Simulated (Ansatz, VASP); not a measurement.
**Two plane-wave programs on Sb2Se3**

```
CELL_PARAMETERS angstrom
4.35613 0.00000 0.00000
-2.17807 3.77252 0.00000
0.00000 0.00000 6.79557
ATOMIC_POSITIONS crystal
Sb 0.33333 0.66667 0.24500
Sb 0.66667 0.33333 0.75500
Se 0.00000 0.00000 0.00000
Se 0.33333 0.66667 0.64500
Se 0.66667 0.33333 0.35500
```

Alike in both runs: task relaxation of cell and atoms; functional PBE; k mesh 8 × 8 × 5; occupations fermi-dirac, width 0.03 eV; no spin polarisation.

|  | VASP | Ansatz |
| --- | --- | --- |
| version | VASP 6.6.1 | Ansatz 0.2.0 |
| potentials or method | VASP PAW PBE potentials, release 64 (Sb, Se) | PAW with Ansatz's default frozen-core files, scalar-relativistic |
| plane-wave cutoff (eV) | 600 | 420 |
| valence electrons in the cell | 28 | 78 |

|  | VASP | Ansatz | Ansatz less VASP |
| --- | --- | --- | --- |
| relaxed volume (Å³/atom) | 29.96 | 30.22 | +0.255 |
| relaxed length of the cell vector where the two differ most in proportion (Å) | 10.445 | 10.535 | +0.0901 |

VASP's potentials hold 28 valence electrons a cell and Ansatz's 78, so a difference there can come from the potentials and not from the codes.

Neither program's run includes spin-orbit coupling. Noted on VASP's run: the volume moved by over 15 % at a fixed basis, so the end points are rough.
